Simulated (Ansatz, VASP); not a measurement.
TiC: VASP beside Ansatz

File INCAR:

```
ALGO = Normal
EDIFF = 1E-6
ENCUT = 520
GGA = PE
ISIF = 2
ISMEAR = 0
LASPH = True
LCHARG = False
LREAL = False
LWAVE = False
NBANDS = 15
NELM = 100
PREC = Accurate
SIGMA = 0.15
```

Contents of KPOINTS:

```
k-points
0
Gamma
  18 18 18
```

File POSCAR:

```
TiC
1.0
    0.0000000000      2.1964600000      2.1315400000
    2.1964600000      0.0000000000      2.1315400000
    2.1964600000      2.1964600000      0.0000000000
Ti C
1 1
Direct
    0.0000000000      0.0000000000      0.0000000000
    0.5000000000      0.5000000000      0.5000000000
```

Input for Ansatz:

```yaml
crystal:
  lattice:
    - [0.0, 2.19646, 2.13154]
    - [2.19646, 0.0, 2.13154]
    - [2.19646, 2.19646, 0.0]
  atoms:
    - { symbol: Ti, position: [0.0, 0.0, 0.0] }
    - { symbol: C, position: [0.5, 0.5, 0.5] }
basis:
  ecutwfc: 420
kpoints:
  mp_grid: { grid: [18, 18, 18] }
hamiltonian:
  xc: pbe
scf:
  occupations: { method: gaussian, width: 0.15 }
output:
  forces: true
  stress: true
  eigenvalues: true
```

Change from the starting cell: strain +0.015 along x and y, -0.015 along z, atoms carried along.

Alike in both runs: task single point; functional PBE; k mesh 18 × 18 × 18; occupations gaussian, width 0.15 eV; no spin polarisation.

```csv
,VASP,Ansatz
version,VASP 6.6.1,Ansatz 0.2.0
potentials or method,"VASP PAW PBE potentials, release 64 (Ti_sv, C), cutoff 520 eV","scalar-relativistic, plane waves, PAW"
valence electrons in the cell,16,16
```

|  | VASP | Ansatz | Ansatz less VASP |
| --- | --- | --- | --- |
| gap on the k mesh at the Fermi level (eV) | none | none | - |
| pressure (GPa) | -2.2 | -2.3 | -0.15 |
| traceless stress, the component that is largest in VASP (GPa) | 7.84 | 7.78 | -0.058 |

A gap of «none» marks a metal or a gap that the smearing closes. With one functional, cell and mesh, what is left measures potentials, basis and numerics.
